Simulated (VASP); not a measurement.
Input of a VASP 6.6.1 run:

INCAR

```
SYSTEM = Si
PREC = Accurate
ENCUT = 520
EDIFF = 1E-7
ISMEAR = 0
SIGMA = 0.02
LREAL = .FALSE.
LASPH = .TRUE.
NELM = 60
ALGO = Normal
ISIF = 2
LWAVE = .FALSE.
LCHARG = .FALSE.
GGA = PS
NBANDS = 16
```

The input KPOINTS:

```
Automatic mesh
0
G
  10 10 8
  0 0 0
```

Contents of POSCAR:

```
Si
1.0
    2.7712554231      2.7712554231      0.0000000000
   -2.7712554231      2.7712554231      0.0000000000
    0.0000000000      0.0000000000      5.5425108463
Si
4
Direct
    0.0000000000      0.5000000000      0.2500000000
    0.0000000000      0.0000000000      0.5000000000
    0.5000000000      0.0000000000      0.7500000000
    0.5000000000      0.5000000000      0.0000000000
```

Potentials or basis: VASP PAW PBE potentials, release 64 (Si).

The run is started by

```console
$ cat potpaw_PBE.64/Si/POTCAR > POTCAR
$ mpirun -np 1 vasp_std > vasp.out
```

(1) Estimate the pressure.

(2) What does it give for the band gap on the k mesh?

## Answers

(1) -4.8 GPa.

(2) 0.57 eV.

Caveat: the cell differs from its parent crystal (equal strain along all axes, cell held: +2.0 %); the cell stands under tension; the PAW data sets were made with another functional, which shifts forces and pressure a little.
